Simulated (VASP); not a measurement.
Runs of VASP 6.6.1 on Li2Se. The structure is that of space group Fm-3m (No. 225), or close to it. The cells are those of the table. 

```csv
cell,gap on the mesh (eV),pressure (GPa)
"a = 4.147 Å, angles 60.0°, 3 atoms",3.41,2.3
"a = 4.233 Å, angles 60.0°, 3 atoms",(a),(b)
"a = 4.102 Å, angles 60.0°, 3 atoms",3.37,3.8
"a = 4.370 Å, angles 60.0°, 3 atoms",3.51,(c)
```

Alike in all rows: task single point; level r2SCAN; potentials or basis VASP PAW PBE potentials, release 64 (Li_sv, Se); no spin polarisation; k mesh 8 × 8 × 8; cutoff (eV) 830; smearing gaussian 0.02 eV.

Question: Estimate the missing entries.

Answer: (a) 3.46; (b) -0.2; (c) -3.0.

Caveats: the PAW data sets were made with another functional, which shifts forces and pressure a little; the cell stands under pressure (at least some runs); the cell stands under tension (at least some runs).

A k mesh can miss the band edges, and the runs leave out spin-orbit coupling on Se.
